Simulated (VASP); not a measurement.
# MgO (F-43m) in VASP: further runs

Aim: see how the results for MgO move with the level of theory and the settings. Levels: PBE, PBEsol, PBE0. Tasks: single point.

Program: VASP 6.6.1. These are calculated values, not measurements. Logs are shortened: lines on timing, memory, paths and dates and some standing lists are left out, and cuts for length are marked.

### Step 1. The cell of the first run

Symmetry: F-43m, No. 216, cubic system. The conventional cell has a = 4.673 Å, b = 4.673 Å, c = 4.673 Å, α = 90.00°, β = 90.00°, γ = 90.00°. Mg (site symmetry -43m) has 4 O at 2.02 Å within 2.7 Å. Within 2.7 Å of O (site symmetry -43m) lie 4 Mg at 2.02 Å.

### Step 2. Single point, PBE

Input file INCAR:

```
SYSTEM = MgO
PREC = Accurate ; ENCUT = 520
EDIFF = 1E-6 ; ISMEAR = -1
SIGMA = 0.05 ; LREAL = .False.
LASPH = .True. ; NELM = 60
ALGO = Normal ; ISIF = 2
LWAVE = .False. ; LCHARG = .True.
GGA = PE ; LELF = .True.
LVHAR = .True. ; NBANDS = 11
```

Input file KPOINTS:

```
regular mesh
0
Gamma
  10 10 10
  0 0 0
```

Input file POSCAR:

```
MgO
1.0
    0.0000000000      2.3365076907      2.3365076907
    2.3365076907      0.0000000000      2.3365076907
    2.3365076907      2.3365076907      0.0000000000
Mg O
1 1
Direct
    0.5000000000      0.5000000000      0.5000000000
    0.7500000000      0.7500000000      0.7500000000
```

Potentials or basis: VASP PAW PBE potentials, release 64 (Mg, O).

The run is started by

```sh
> cat potpaw_PBE.64/Mg/POTCAR potpaw_PBE.64/O/POTCAR > POTCAR
> mpirun -np 1 vasp_std > vasp.out
```

OUTCAR:

```text
SYSTEM = MgO
   PREC = Accurate
   ENCUT = 520
   EDIFF = 1E-6
   ISMEAR = -1
   LREAL = .False.
   LASPH = .True.
   NELM = 60
   ISIF = 2
   GGA = PE

 ion  position               nearest neighbor table
   1  0.500  0.500  0.500-   2 2.02   2 2.02   2 2.02   2 2.02
   2  0.750  0.750  0.750-   1 2.02   1 2.02   1 2.02   1 2.02

  LATTYP: Found a face centered cubic cell.
 ALAT       =     4.6730153814

  Lattice vectors:

 A1 = (   0.0000000000,   2.3365076907,   2.3365076907)
 A2 = (   2.3365076907,   0.0000000000,   2.3365076907)
 A3 = (   2.3365076907,   2.3365076907,   0.0000000000)

Analysis of symmetry for initial positions (statically):
=====================================================================
 Subroutine PRICEL returns:
 Original cell was already a primitive cell.

 Routine SETGRP: Setting up the symmetry group for a
 face centered cubic supercell.

 Subroutine GETGRP returns: Found 24 space group operations
 (whereof 24 operations were pure point group operations)
 out of a pool of 48 trial point group operations.

The static configuration has the point symmetry T_d .

Analysis of symmetry for dynamics (positions and initial velocities):
=====================================================================
 Subroutine PRICEL returns:
 Original cell was already a primitive cell.

 Routine SETGRP: Setting up the symmetry group for a
 face centered cubic supercell.

 Subroutine GETGRP returns: Found 24 space group operations
 (whereof 24 operations were pure point group operations)
 out of a pool of 48 trial point group operations.

The dynamic configuration has the point symmetry T_d .

 Subroutine INISYM returns: Found 24 space group operations
 (whereof 24 operations are pure point group operations),
 and found     1 'primitive' translations

----------------------------------------------------------------------------------------

                                     Primitive cell

  volume of cell :      25.5112

  direct lattice vectors                    reciprocal lattice vectors
     0.000000000  2.336507691  2.336507691    -0.213994588  0.213994588  0.213994588
     2.336507691  0.000000000  2.336507691     0.213994588 -0.213994588  0.213994588
     2.336507691  2.336507691  0.000000000     0.213994588  0.213994588 -0.213994588

  length of vectors
     3.304320865  3.304320865  3.304320865     0.370649498  0.370649498  0.370649498

  position of ions in fractional coordinates (direct lattice)
     0.500000000  0.500000000  0.500000000
[... 80 lines left out ...]
   EDIFFG = 0.1E-04   stopping-criterion for IOM
   NSW    =      0    number of steps for IOM
   IBRION =     -1    ionic relax: 0-MD 1-quasi-New 2-CG
   NFREE  =      0    steps in history (QN), initial steepest desc. (CG)
   ISIF   =      2    stress and relaxation
   ISYM   =      2    0-nonsym 1-usesym 2-fastsym
   POTIM  = 0.5000    time-step for ionic-motion
   TEBEG  =    0.0;   TEEND  =   0.0 temperature during run
   PSTRESS=    0.0 pullay stress
   NELECT =       8.0000    total number of electrons
   NUPDOWN=      -1.0000    fix difference up-down
   EMIN   =  10.00;   EMAX   =-10.00  energy-range for DOS
   EFERMI =   0.00;   METHOD = LEGACY
   ISMEAR =    -1;   SIGMA  =   0.05  broadening in eV -4-tet -1-fermi 0-gaus
   EFERMI_NEDOS =   21; number of points for ismear=-14 and -15
   IALGO  =     38    algorithm
   IMIX   =      4    mixing-type and parameters
     AMIX     =   0.40;   BMIX     =  1.00
     AMIX_MAG =   1.60;   BMIX_MAG =  1.00
  volume/ion in A,a.u.               =      12.76        86.08
  Fermi-wavevector in a.u.,A,eV,Ry     =   1.112229  2.101808 16.831138  1.237054
  Thomas-Fermi vector in A             =   2.248801
   LORBIT       =      0    0 simple, 1 ext, 2 COOP (PROOUT), +10 PAW based schemes
   GGA     = PE    functional components
   LHFCALC =     F    Hartree Fock is set to
   AEXX    =    0.0000 exact exchange contribution
   IVDW    =     0    specifies the selected vdW correction
   LEPSILON=     F    determine dielectric tensor
   LRPA    =     F    only Hartree local field effects (RPA)
 non-spin polarized calculation
  energy-cutoff  :      520.00
  volume of cell :       25.51
 maximum number of plane-waves:       701
 NGX is ok and might be reduce to    28
   NGX = 13   NGY = 13   NGZ = 13

 number of electron       8.0000000 magnetization

 Free energy of the ion-electron system (eV)
  ---------------------------------------------------
  ext. energy  EPLUGINS =         0.00000000
  ---------------------------------------------------
  free energy    TOTEN  =       -11.68653347 eV

  energy without entropy =      -11.68653347  energy(sigma->0) =      -11.68653347

 E-fermi :   1.6196     XC(G=0):  -9.4209

 val. band max:        0.4362376862   @ k =   0.0000   0.0000   0.0000
 cond. band min:       3.6896657670   @ k =   0.0000   0.0000   0.0000
 fundamental gap:      3.2534280808
 Fermi energy:         1.6196375681

 k-point     1 :       0.0000    0.0000    0.0000
  band No.  band energies     occupation
      1     -15.2691      2.00000
      2       0.4362      2.00000
      3       0.4362      2.00000
      4       0.4362      2.00000
      5       3.6897      0.00000
      6      16.4825      0.00000
      7      16.4825      0.00000
      8      16.4825      0.00000
      9      20.0589      0.00000
     10      20.0612      0.00000
     11      20.0684      0.00000
[... 309 lines left out ...]
 k-point    24 :       0.4000    0.3000    0.0000
  band No.  band energies     occupation
      1     -14.6757      2.00000
      2      -1.7080      2.00000
      3      -0.2251      2.00000
      4      -0.1090      2.00000
      5       6.9916      0.00000
      6      11.7137      0.00000
      7      13.4328      0.00000
      8      16.0045      0.00000
      9      16.3689      0.00000
     10      22.4078      0.00000
     11      23.1335      0.00000

 [... further k-points ...]
[... 5 lines left out ...]
  --------------------------------------------------------------------------------------
  -------------------------------------------------------------------------------------
  Total       -0.7212023     -0.7212023     -0.7212023     -0.0000000      0.0000000     -0.0000000
  in kB      -45.2935179    -45.2935179    -45.2935179     -0.0000000      0.0000000     -0.0000000
  external PRESSURE =     -45.2935179 kB  Pullay stress =       0.0000000 kB

 VOLUME and BASIS-vectors are now :
 -----------------------------------------------------------------------------
  energy-cutoff  :      520.00
  volume of cell :       25.51
      direct lattice vectors                 reciprocal lattice vectors
     0.000000000  2.336507691  2.336507691    -0.213994588  0.213994588  0.213994588
     2.336507691  0.000000000  2.336507691     0.213994588 -0.213994588  0.213994588
     2.336507691  2.336507691  0.000000000     0.213994588  0.213994588 -0.213994588

 POSITION                                       TOTAL-FORCE (eV/Angst)
 -----------------------------------------------------------------------------------
      2.33651      2.33651      2.33651        -0.000000     -0.000000     -0.000000
      3.50476      3.50476      3.50476         0.000000      0.000000      0.000000
 -----------------------------------------------------------------------------------
    total drift:                               -0.000000     -0.000000     -0.000000

  FREE ENERGIE OF THE ION-ELECTRON SYSTEM (eV)
  ---------------------------------------------------
  free  energy   TOTEN  =       -11.6865334670 eV

  energy  without entropy=      -11.6865334670  energy(sigma->0) =      -11.68653347
```

OSZICAR:

```text
N       E                     dE             d eps       ncg     rms          rms(c)
DAV:   1     0.206435760224E+02    0.20644E+02   -0.41675E+03  1042   0.631E+02
DAV:   2    -0.128143165871E+02   -0.33458E+02   -0.32738E+02  1186   0.138E+02
DAV:   3    -0.138356425894E+02   -0.10213E+01   -0.10206E+01  1263   0.239E+01
DAV:   4    -0.138390711829E+02   -0.34286E-02   -0.34285E-02  1112   0.158E+00
DAV:   5    -0.138390864637E+02   -0.15281E-04   -0.15281E-04  1237   0.101E-01    0.825E+00
DAV:   6    -0.117319822410E+02    0.21071E+01   -0.14164E+01  1148   0.191E+01    0.295E+00
DAV:   7    -0.116925580004E+02    0.39424E-01   -0.17147E-01  1103   0.292E+00    0.154E+00
DAV:   8    -0.116874742886E+02    0.50837E-02   -0.54632E-02  1094   0.253E+00    0.377E-01
DAV:   9    -0.116864712654E+02    0.10030E-02   -0.12416E-03  1206   0.250E-01    0.209E-01
DAV:  10    -0.116865300197E+02   -0.58754E-04   -0.10196E-03  1133   0.240E-01    0.144E-02
DAV:  11    -0.116865325732E+02   -0.25535E-05   -0.28948E-05  1217   0.304E-02    0.101E-02
DAV:  12    -0.116865334670E+02   -0.89387E-06   -0.35483E-06  1124   0.131E-02
   1 F= -.11686533E+02 E0= -.11686533E+02  d E =-.807053E-11
```

stdout:

```text
POSCAR found type information on POSCAR MgO
 POSCAR found :  2 types and       2 ions
 scaLAPACK will be used
 LDA part: xc-table for (Slater+PW92), standard interpolation
 POSCAR, INCAR and KPOINTS ok, starting setup
 FFT: planning ... GRIDC
 FFT: planning ... GRID_SOFT
 FFT: planning ... GRID
 WAVECAR not read
 entering main loop
```

Wall time 29 s (1 thread of Intel Xeon 8259CL, shared host); peak memory 0.16 GiB.

Results:

* Free energy: -11.6865 eV
* Pressure: -4.5 GPa
* Band gap on the k mesh: 3.25 eV, direct

### Step 3. Single point, PBEsol

This run uses another cell than the first one, of 13.00 Å³/atom, 1.019 times its volume.

Input file INCAR:

```
PREC = Accurate
ENCUT = 520
EDIFF = 1E-6
ISMEAR = -1
SIGMA = 0.05
LREAL = F
LASPH = T
NELM = 80
ALGO = Normal
ISIF = 2
LWAVE = F
LCHARG = T
GGA = PS
LELF = T
LVHAR = T
NBANDS = 11
```

Input file KPOINTS:

```
regular mesh
0
Gamma
  10 10 10
```

Input file POSCAR:

```
MgO
1.0
    0.0000000000      2.3513903066      2.3513903066
    2.3513903066      0.0000000000      2.3513903066
    2.3513903066      2.3513903066      0.0000000000
Mg O
1 1
Direct
    0.5000000000      0.5000000000      0.5000000000
    0.7500000000      0.7500000000      0.7500000000
```

Potentials or basis: VASP PAW PBE potentials, release 64 (Mg, O).

The run is started by

```sh
> cat potpaw_PBE.64/Mg/POTCAR potpaw_PBE.64/O/POTCAR > POTCAR
> mpirun -np 1 vasp_std > vasp.out
```

It took 28 s on 1 thread of Intel Xeon 8259CL, shared host; peak memory 0.16 GiB.

It converged, with:

- Free energy: -12.1451 eV
- Pressure: -8.7 GPa
- Band gap on the k mesh: 3.05 eV, direct

Levels at points of the mesh, in eV from the valence-band top:
| k point | band 1 | band 2 | band 3 | band 4 | band 5 | band 6 | band 7 | band 8 |
| --- | --- | --- | --- | --- | --- | --- | --- | --- |
| (0.00, 0.00, 0.00) | -15.57 | 0.00 | 0.00 | 0.00 | 3.05 | 15.74 | 15.74 | 15.74 |
| (0.50, 0.00, 0.00) | -15.01 | -2.85 | -0.18 | -0.18 | 8.04 | 8.92 | 13.83 | 13.83 |
| (0.50, 0.50, 0.00) | -14.84 | -2.35 | -0.71 | -0.71 | 5.89 | 10.92 | 12.82 | 15.51 |

Caveat: the PAW data sets were made with another functional, which shifts forces and pressure a little.

(Continued in part 2 of 2.)
